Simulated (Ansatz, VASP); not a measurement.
**One calculation of ZnO, two programs**

```
CELL_PARAMETERS angstrom
3.17425 0.00000 0.00000
-1.58713 2.74898 0.00000
0.00000 0.00000 5.13145
ATOMIC_POSITIONS crystal
Zn 0.33333 0.66667 0.50028
Zn 0.66667 0.33333 0.00028
O 0.66667 0.33333 0.37873
O 0.33333 0.66667 0.87873
```

Alike in both runs: task single point; functional LDA; k mesh 8 × 8 × 4; no spin polarisation.

|  | VASP | Ansatz |
| --- | --- | --- |
| version | VASP 6.6.1 | Ansatz 0.2.0 |
| potentials or method | VASP PAW LDA potentials, release 64 (Zn, O), cutoff 520 eV | all-electron LAPW, scalar-relativistic |
| occupations | gaussian, width 0.01 eV | fixed |

```tsv
	VASP	Ansatz	Ansatz less VASP
gap on the k mesh at the Fermi level (eV)	0.83	0.83	+0.005
pressure (GPa)	3.3	2.1	-1.21
```

LDA's correlation is that of Perdew and Zunger in VASP and of Perdew and Wang (1992) in Ansatz. Ansatz ran all-electron here, and VASP with PAW potentials.
